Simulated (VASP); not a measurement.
# WS2 in VASP: notebook

WS2 is run at these levels: PBE+D3(BJ); tasks: single point.

Program: VASP 6.6.1. These are calculated values, not measurements. Logs are shortened: lines on timing, memory, paths and dates and some standing lists are left out, and cuts for length are marked.

## (1) The cell of the first run

The cell holds a slab with vacuum, 6 atoms: a = 3.160 Å, b = 3.160 Å, c = 23.804 Å, α = 90.00°, β = 90.00°, γ = 120.00°.

## (2) Single point, PBE+D3(BJ)

Contents of INCAR:

```
SYSTEM = WS2
  ALGO = Normal
  DIPOL = 0.5 0.5 0.389
  EDIFF = 1E-7
  ENCUT = 520
  GGA = PE
  IDIPOL = 3
  ISIF = 2
  ISMEAR = 0
  IVDW = 12
  LASPH = .True.
  LCHARG = .True.
  LDIPOL = .True.
  LELF = .True.
  LREAL = .False.
  LVACPOTAV = .True.
  LVHAR = .True.
  LWAVE = .False.
  NBANDS = 35
  NELM = 80
  PREC = Accurate
  SIGMA = 0.05
```

Contents of KPOINTS:

```
k-points
0
Gamma
  9 9 1
  0 0 0
```

Contents of POSCAR:

```
WS2
1.0
    3.1595457497      0.0000000000      0.0000000000
   -1.5797728749      2.7362468836      0.0000000000
    0.0000000000      0.0000000000     23.8042575719
S W
4 2
Direct
    0.3333333333      0.6666666667      0.1890418126
    0.3333333333      0.6666666667      0.3214605103
    0.3333333333      0.6666666667      0.4563103366
    0.3333333333      0.6666666667      0.5887290343
    0.6666666667      0.3333333333      0.2552511581
    0.6666666667      0.3333333333      0.5225196821
```

Potentials or basis: VASP PAW PBE potentials, release 64 (S, W_sv).

Started as:

```
$ cat potpaw_PBE.64/S/POTCAR potpaw_PBE.64/W_sv/POTCAR > POTCAR
$ mpirun -np 1 vasp_std > vasp.out
```

OUTCAR:

```text
SYSTEM = WS2
   EDIFF = 1E-7
   ENCUT = 520
   GGA = PE
   ISIF = 2
   ISMEAR = 0
   IVDW = 12
   LASPH = .True.
   LREAL = .False.
   NELM = 80
   PREC = Accurate
 IVDW          = 12

 ion  position               nearest neighbor table
   1  0.333  0.667  0.189-   5 2.41   5 2.41   5 2.41
   2  0.333  0.667  0.321-   5 2.41   5 2.41   5 2.41
   3  0.333  0.667  0.456-   6 2.41   6 2.41   6 2.41
   4  0.333  0.667  0.589-   6 2.41   6 2.41   6 2.41
   5  0.667  0.333  0.255-   1 2.41   1 2.41   1 2.41   2 2.41   2 2.41   2 2.41
   6  0.667  0.333  0.523-   3 2.41   3 2.41   3 2.41   4 2.41   4 2.41   4 2.41

  LATTYP: Found a hexagonal cell.
 ALAT       =     3.1595457497
 C/A-ratio  =     7.5340759266

  Lattice vectors:

 A1 = (   3.1595457497,   0.0000000000,   0.0000000000)
 A2 = (  -1.5797728749,   2.7362468836,   0.0000000000)
 A3 = (   0.0000000000,   0.0000000000,  23.8042575719)

Analysis of symmetry for initial positions (statically):
=====================================================================
 Subroutine PRICEL returns:
 Original cell was already a primitive cell.

 Routine SETGRP: Setting up the symmetry group for a
 hexagonal supercell.

 Subroutine GETGRP returns: Found 12 space group operations
 (whereof  6 operations were pure point group operations)
 out of a pool of 24 trial point group operations.

The static configuration has the point symmetry C_3v.
 The point group associated with its full space group is D_3h.

Analysis of symmetry for dynamics (positions and initial velocities):
=====================================================================
 Subroutine PRICEL returns:
 Original cell was already a primitive cell.

 Routine SETGRP: Setting up the symmetry group for a
 hexagonal supercell.

 Subroutine GETGRP returns: Found 12 space group operations
 (whereof  6 operations were pure point group operations)
 out of a pool of 24 trial point group operations.

The dynamic configuration has the point symmetry C_3v.
 The point group associated with its full space group is D_3h.

 Subroutine INISYM returns: Found 12 space group operations
 (whereof  6 operations are pure point group operations),
 and found     1 'primitive' translations

----------------------------------------------------------------------------------------

                                     Primitive cell

  volume of cell :     205.7949

  direct lattice vectors                    reciprocal lattice vectors
     3.159545750  0.000000000  0.000000000     0.316501193  0.182732049  0.000000000
    -1.579772875  2.736246884  0.000000000     0.000000000  0.365464098  0.000000000
     0.000000000  0.000000000 23.804257572     0.000000000  0.000000000  0.042009292

  length of vectors
     3.159545750  3.159545750 23.804257572     0.365464098  0.365464098  0.042009292

  position of ions in fractional coordinates (direct lattice)
     0.333333333  0.666666667  0.189041813
     0.333333333  0.666666667  0.321460510
     0.333333333  0.666666667  0.456310337
     0.333333333  0.666666667  0.588729034
     0.666666667  0.333333333  0.255251158
     0.666666667  0.333333333  0.522519682

  ion indices of the primitive-cell ions
   primitive index   ion index
                 1           1
                 2           2
                 3           3
                 4           4
                 5           5
                 6           6

----------------------------------------------------------------------------------------

 KPOINTS: k-points

Automatic generation of k-mesh.
 Grid dimensions read from file:
 generate k-points for:    9    9    1

 Generating k-lattice:

  Cartesian coordinates                     Fractional coordinates (reciprocal lattice)
     0.035166799  0.020303561  0.000000000     0.111111111 -0.000000000  0.000000000
     0.000000000  0.040607122  0.000000000     0.000000000  0.111111111  0.000000000
     0.000000000  0.000000000  0.042009292     0.000000000  0.000000000  1.000000000

  Length of vectors
     0.040607122  0.040607122  0.042009292

  Shift w.r.t. Gamma in fractional coordinates (k-lattice)
     0.000000000  0.000000000  0.000000000

 Subroutine IBZKPT returns following result:
 ===========================================

 Found     12 irreducible k-points:

 Following reciprocal coordinates:
            Coordinates               Weight
  0.000000  0.000000  0.000000      1.000000
  0.111111 -0.000000  0.000000      6.000000
  0.222222  0.000000  0.000000      6.000000
  0.333333 -0.000000  0.000000      6.000000
  0.444444  0.000000  0.000000      6.000000
  0.111111  0.111111  0.000000      6.000000
  0.222222  0.111111  0.000000     12.000000
  0.333333  0.111111  0.000000     12.000000
  0.444444  0.111111  0.000000      6.000000
  0.222222  0.222222  0.000000      6.000000
  0.333333  0.222222  0.000000     12.000000
  0.333333  0.333333  0.000000      2.000000
   k-points           NKPTS =     12   k-points in BZ     NKDIM =     12   number of bands    NBANDS=     35
   number of dos      NEDOS =    301   number of ions     NIONS =      6
   total plane-waves  NPLWV = 103680
   dimension x,y,z NGX =    24 NGY =   24 NGZ =  180
   dimension x,y,z NGXF=    48 NGYF=   48 NGZF=  360
   ions per type =               4   2
   NGX,Y,Z   is equivalent  to a cutoff of  12.63, 12.63, 12.57 a.u.
   NGXF,Y,Z  is equivalent  to a cutoff of  25.26, 25.26, 25.14 a.u.
 SYSTEM =  WS2
   PREC   = accura    normal or accurate (medium, high low for compatibility)
   ISTART =      0    job   : 0-new  1-cont  2-samecut
   ICHARG =      2    charge: 1-file 2-atom 10-const
   ISPIN  =      1    spin polarized calculation?
   LNONCOLLINEAR =      F non collinear calculations
   LSORBIT =      F    spin-orbit coupling
   LASPH  =      T    aspherical Exc in radial PAW
   ENCUT  =  520.0 eV  38.22 Ry    6.18 a.u.   5.87  5.87 44.26*2*pi/ulx,y,z
   NELM   =     80;   NELMIN=  2; NELMDL= -5     # of ELM steps
   EDIFF  = 0.1E-06   stopping-criterion for ELM
   LREAL  =      F    real-space projection
   EDIFFG = 0.1E-05   stopping-criterion for IOM
   NSW    =      0    number of steps for IOM
   IBRION =     -1    ionic relax: 0-MD 1-quasi-New 2-CG
   NFREE  =      0    steps in history (QN), initial steepest desc. (CG)
   ISIF   =      2    stress and relaxation
   ISYM   =      2    0-nonsym 1-usesym 2-fastsym
   POTIM  = 0.5000    time-step for ionic-motion
   TEBEG  =    0.0;   TEEND  =   0.0 temperature during run
   PSTRESS=    0.0 pullay stress
   NELECT =      52.0000    total number of electrons
   NUPDOWN=      -1.0000    fix difference up-down
   EMIN   =  10.00;   EMAX   =-10.00  energy-range for DOS
   EFERMI =   0.00;   METHOD = LEGACY
   ISMEAR =     0;   SIGMA  =   0.05  broadening in eV -4-tet -1-fermi 0-gaus
   EFERMI_NEDOS =   21; number of points for ismear=-14 and -15
   IALGO  =     38    algorithm
   IMIX   =      4    mixing-type and parameters
     AMIX     =   0.40;   BMIX     =  1.00
     AMIX_MAG =   1.60;   BMIX_MAG =  1.00
  volume/ion in A,a.u.               =      34.30       231.46
  Fermi-wavevector in a.u.,A,eV,Ry     =   1.034978  1.955825 14.574279  1.071179
  Thomas-Fermi vector in A             =   2.169299
   LORBIT       =      0    0 simple, 1 ext, 2 COOP (PROOUT), +10 PAW based schemes
   GGA     = PE    functional components
   LHFCALC =     F    Hartree Fock is set to
   AEXX    =    0.0000 exact exchange contribution
   IVDW    =    12    specifies the selected vdW correction
   LEPSILON=     F    determine dielectric tensor
   LRPA    =     F    only Hartree local field effects (RPA)
 non-spin polarized calculation
 Gauss-broadening in eV      SIGMA  =   0.05
  energy-cutoff  :      520.00
  volume of cell :      205.79
 maximum number of plane-waves:      5566
 NGX is ok and might be reduce to    24
   NGX = 11   NGY = 11   NGZ = 89

 dipolmoment           0.000000      0.000000      0.000000 electrons x Angstroem

 number of electron      51.9999994 magnetization

 dipolmoment           0.000000      0.000000     -0.000002 electrons x Angstroem

 Free energy of the ion-electron system (eV)
  ---------------------------------------------------
  ext. energy  EPLUGINS =         0.00000000
  ---------------------------------------------------
  free energy    TOTEN  =       -47.20505677 eV

  energy without entropy =      -47.20505677  energy(sigma->0) =      -47.20505677

 E-fermi :   1.4366     XC(G=0):  -6.1204

 val. band max:        1.1682298937   @ k =   0.0000   0.0000   0.0000
 cond. band min:       2.6927194400   @ k =   0.2222   0.1111   0.0000
 fundamental gap:      1.5244895463
 Fermi energy:         1.4365854830

 k-point     1 :       0.0000    0.0000    0.0000
  band No.  band energies     occupation
      1     -73.1856      2.00000
      2     -73.1855      2.00000
      3     -37.4405      2.00000
      4     -37.4405      2.00000
      5     -37.2618      2.00000
      6     -37.2618      2.00000
[... 27 lines left out ...]
     34       3.9331      0.00000
     35       5.8755      0.00000

 k-point     2 :       0.1111   -0.0000    0.0000
  band No.  band energies     occupation
      1     -73.1834      2.00000
      2     -73.1833      2.00000
      3     -37.4329      2.00000
      4     -37.4328      2.00000
      5     -37.3045      2.00000
      6     -37.3045      2.00000
[... 27 lines left out ...]
     34       4.1517      0.00000
     35       6.2392      0.00000

 k-point     3 :       0.2222    0.0000    0.0000
  band No.  band energies     occupation
      1     -73.1779      2.00000
      2     -73.1779      2.00000
      3     -37.4133      2.00000
      4     -37.4133      2.00000
      5     -37.4114      2.00000
      6     -37.4114      2.00000
[... 27 lines left out ...]
     34       4.8573      0.00000
     35       6.9418      0.00000
[... 267 lines left out ...]
 k-point    11 :       0.3333    0.2222    0.0000
  band No.  band energies     occupation
      1     -73.1658      2.00000
      2     -73.1658      2.00000
      3     -37.5648      2.00000
      4     -37.5648      2.00000
      5     -37.4301      2.00000
      6     -37.4301      2.00000
[... 27 lines left out ...]
     34       6.2282      0.00000
     35       6.7177      0.00000

 k-point    12 :       0.3333    0.3333    0.0000
  band No.  band energies     occupation
      1     -73.1647      2.00000
      2     -73.1647      2.00000
      3     -37.5277      2.00000
      4     -37.5277      2.00000
      5     -37.4934      2.00000
      6     -37.4934      2.00000
[... 27 lines left out ...]
     34       6.6547      0.00000
     35       6.9005      0.00000

------------------------ aborting loop because EDIFF is reached ----------------------------------------

 Edisp (eV)   -2.15593

 E8    (eV) :    -0.9356

  FORCE on cell =-STRESS in cart. coord.  units (eV):
  Direction    XX          YY          ZZ          XY          YZ          ZX
  --------------------------------------------------------------------------------------
  -------------------------------------------------------------------------------------
  Total      -0.23550    -0.23550     0.64009     0.00000     0.00000     0.00000
  in kB      -1.83348    -1.83348     4.98333     0.00000     0.00000     0.00000
  external pressure =        0.44 kB  Pullay stress =        0.00 kB

 VOLUME and BASIS-vectors are now :
 -----------------------------------------------------------------------------
  energy-cutoff  :      520.00
  volume of cell :      205.79
      direct lattice vectors                 reciprocal lattice vectors
     3.159545750  0.000000000  0.000000000     0.316501193  0.182732049  0.000000000
    -1.579772875  2.736246884  0.000000000     0.000000000  0.365464098  0.000000000
     0.000000000  0.000000000 23.804257572     0.000000000  0.000000000  0.042009292

 POSITION                                       TOTAL-FORCE (eV/Angst)
 -----------------------------------------------------------------------------------
     -0.00000      1.82416      4.50000         0.000000      0.000000     -0.001268
     -0.00000      1.82416      7.65213        -0.000000      0.000000     -0.239600
     -0.00000      1.82416     10.86213        -0.000000      0.000000      0.239600
     -0.00000      1.82416     14.01426         0.000000      0.000000      0.001268
      1.57977      0.91208      6.07606         0.000000     -0.000000      0.009593
      1.57977      0.91208     12.43819         0.000000     -0.000000     -0.009593
 -----------------------------------------------------------------------------------
    total drift:                                0.000000     -0.000000     -0.000322

  FREE ENERGIE OF THE ION-ELECTRON SYSTEM (eV)
  ---------------------------------------------------
  free  energy   TOTEN  =       -49.3609895259 eV

  energy  without entropy=      -49.3609895259  energy(sigma->0) =      -49.36098953

 vacuum level on the upper side and lower side of the slab         6.481         6.481
```

It took 1.9 min on 1 thread of Intel Xeon Platinum 8259CL at 2.50GHz (Skylake/Cascade Lake), shared host; peak memory 0.33 GiB.

What came out:

| Quantity | Value |
| --- | --- |
| Free energy | -49.3610 eV |
| Largest force | 0.240 eV/Å |
| Band gap on the k mesh | 1.52 eV (least direct gap 1.89 eV) |
| Dispersion energy per atom | -0.359 eV |

Forces in eV/Å, atoms in the order of the input:
```
S    0.000  0.000 -0.001
S    0.000  0.000 -0.240
S    0.000  0.000  0.240
S    0.000  0.000  0.001
W    0.000  0.000  0.010
W    0.000  0.000 -0.010
```

Levels at points of the mesh, in eV from the valence-band top:
| k point | band 24 | band 25 | band 26 | band 27 | band 28 | band 29 |
| --- | --- | --- | --- | --- | --- | --- |
| (0.00, 0.00, 0.00) | -1.91 | -0.71 | 0.00 | 2.53 | 2.53 | 2.61 |

Caveat: spin-orbit coupling is left out, which moves the levels of the heavy elements.

## (3) Single point, PBE+D3(BJ)

Contents of INCAR:

```
PREC = Accurate ; ENCUT = 520
EDIFF = 1E-7 ; ISMEAR = 0
SIGMA = 0.05 ; LREAL = F
LASPH = T ; NELM = 100
ALGO = Normal ; ISIF = 2
LWAVE = F ; LCHARG = F
LDIPOL = T ; IDIPOL = 3
DIPOL = 0.5 0.5 0.400 ; GGA = PE
IVDW = 12 ; NBANDS = 35
```

Contents of KPOINTS:

```
Automatic mesh
0
Gamma
  9 9 1
```

Contents of POSCAR:

```
WS2
1.0
    3.1595457497      0.0000000000      0.0000000000
   -1.5797728749      2.7362468836      0.0000000000
    0.0000000000      0.0000000000     23.8042575719
S W
4 2
Direct
    0.3333333333      0.6666666667      0.1890418126
    0.3333333333      0.6666666667      0.3214605103
    0.3333333333      0.6666666667      0.4785752612
    0.3333333333      0.6666666667      0.6109939589
    0.6666666667      0.3333333333      0.2552511581
    0.6666666667      0.3333333333      0.5447846067
```

Potentials or basis: VASP PAW PBE potentials, release 64 (S, W_sv).

Started as:

```
$ cat potpaw_PBE.64/S/POTCAR potpaw_PBE.64/W_sv/POTCAR > POTCAR
$ mpirun -np 1 vasp_std > vasp.out
```

It took 1.8 min on 1 thread of Intel Xeon Platinum 8259CL at 2.50GHz (Skylake/Cascade Lake), shared host; peak memory 0.34 GiB.

The run converged. Its results:

| Quantity | Value |
| --- | --- |
| Free energy | -49.3832 eV |
| Largest force | 0.033 eV/Å |
| Band gap on the k mesh | 1.82 eV (least direct gap 1.91 eV) |
| Dispersion energy per atom | -0.344 eV |

Forces on the atoms (eV/Å):
```
S    0.000  0.000  0.003
S    0.000  0.000  0.026
S    0.000  0.000 -0.026
S    0.000  0.000 -0.003
W    0.000  0.000  0.033
W    0.000  0.000 -0.033
```

Levels at points of the mesh, in eV from the valence-band top:
| k point | band 24 | band 25 | band 26 | band 27 | band 28 | band 29 |
| --- | --- | --- | --- | --- | --- | --- |
| (0.00, 0.00, 0.00) | -1.66 | -0.40 | 0.00 | 2.82 | 2.82 | 2.84 |

Caveat: spin-orbit coupling is left out, which moves the levels of the heavy elements.

## (4) Single point, PBE+D3(BJ)

Contents of INCAR:

```
SYSTEM = WS2
ALGO     = Normal         ! electronic algorithm
DIPOL    = 0.5 0.5 0.421
EDIFF    = 1E-6           ! SCF threshold, eV
ENCUT    = 520            ! plane-wave cutoff, eV
GGA      = PE             ! functional
IDIPOL   = 3            
ISIF     = 2              ! what is computed and relaxed
ISMEAR   = 0              ! smearing method
IVDW     = 12             ! dispersion correction
LASPH    = .True.         ! aspherical terms in the spheres
LCHARG   = .True.         ! write CHGCAR
LDIPOL   = .True.       
LELF     = .True.         ! ELF
LREAL    = .False.        ! projectors in reciprocal space
LVACPOTAV= .True.       
LVHAR    = .True.       
LWAVE    = .False.        ! write WAVECAR
NBANDS   = 35             ! bands
NELM     = 80             ! most SCF steps
PREC     = Accurate       ! precision mode
SIGMA    = 0.05           ! smearing width, eV
```

Contents of KPOINTS:

```
k-points
0
Gamma
  9 9 1
  0 0 0
```

Contents of POSCAR:

```
WS2
1.0
    3.1595457497      0.0000000000      0.0000000000
   -1.5797728749      2.7362468836      0.0000000000
    0.0000000000      0.0000000000     23.8042575719
S W
4 2
Direct
    0.3333333333      0.6666666667      0.1890418126
    0.3333333333      0.6666666667      0.3214605103
    0.3333333333      0.6666666667      0.5205845529
    0.3333333333      0.6666666667      0.6530032506
    0.6666666667      0.3333333333      0.2552511581
    0.6666666667      0.3333333333      0.5867938984
```

Started as:

```
$ cat potpaw_PBE.64/S/POTCAR potpaw_PBE.64/W_sv/POTCAR > POTCAR
$ mpirun -np 1 vasp_std > vasp.out
```

Wall time 98 s (1 thread of Intel Xeon Platinum 8259CL at 2.50GHz (Skylake/Cascade Lake), shared host); peak memory 0.34 GiB.

It converged, with:

```yaml
Free_energy: -49.3035 eV
Largest_force: 0.045 eV/Å
Band_gap_on_the_k_mesh: 1.92 eV
Dispersion_energy_per_atom: -0.328 eV
```

Forces in eV/Å, atoms in the order of the input:
```
S    0.000  0.000  0.000
S    0.000  0.000  0.045
S    0.000  0.000 -0.045
S    0.000  0.000  0.000
W    0.000  0.000  0.022
W    0.000  0.000 -0.022
```

Levels at points of the mesh, in eV from the valence-band top:
```tsv
k point	band 24	band 25	band 26	band 27	band 28	band 29
(0.00, 0.00, 0.00)	-1.57	-0.21	-0.07	2.93	2.93	2.93
```

Caveat: spin-orbit coupling is left out, which moves the levels of the heavy elements.

## (5) Overview

```csv
cell,gap on the mesh (eV),largest force (eV/Å)
"as given, atomic positions A",1.52,0.24
"as given, atomic positions B",1.82,0.03
"as given, atomic positions C",1.92,0.05
```

Alike in all rows: task single point; level PBE+D3(BJ); potentials or basis VASP PAW PBE potentials, release 64 (S, W_sv); no spin polarisation; k mesh 9 × 9 × 1; cutoff (eV) 520; smearing gaussian 0.05 eV.

Caveats: spin-orbit coupling is left out, which moves the levels of the heavy elements.

Absolute energies hang on the potentials; compare differences alone.
